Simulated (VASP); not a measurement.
Here is a VASP 6.6.1 calculation.

File INCAR:

```
SYSTEM = NaF
PREC = Accurate ; ENCUT = 520
EDIFF = 1E-7 ; ISMEAR = 0
SIGMA = 0.05 ; LREAL = .False.
LASPH = .True. ; NELM = 80
ALGO = Normal ; ISIF = 2
LWAVE = .False. ; LCHARG = .False.
GGA = PS ; NBANDS = 14
```

The input KPOINTS:

```
regular mesh
0
Gamma
  8 8 8
  0 0 0
```

POSCAR

```
NaF
1.0
    0.0000000000      2.2536010000      2.2884505000
    2.2536010000      0.0000000000      2.2884505000
    2.2536010000      2.2536010000      0.0000000000
Na F
1 1
Direct
    0.0000000000      0.0000000000      0.0000000000
    0.5000000000      0.5000000000      0.5000000000
```

Potentials or basis: VASP PAW PBE potentials, release 64 (Na_pv, F).

The run is started by

```sh
$ cat potpaw_PBE.64/Na_pv/POTCAR potpaw_PBE.64/F/POTCAR > POTCAR
$ mpirun -np 1 vasp_std > vasp.out
```

Problem. What does it give for the pressure?

Solution. 3.7 GPa.

Problem. Predict the band gap on the k mesh.

Solution. 6.53 eV.

Stress tensor (GPa, compression positive):
```
4.33 0.00 0.00
0.00 4.33 0.00
0.00 0.00 2.58
```

Caveat: the cell differs from its parent crystal (strain -0.030 along x and y, -0.015 along z); the cell stands under pressure; the PAW data sets were made with another functional, which shifts forces and pressure a little.
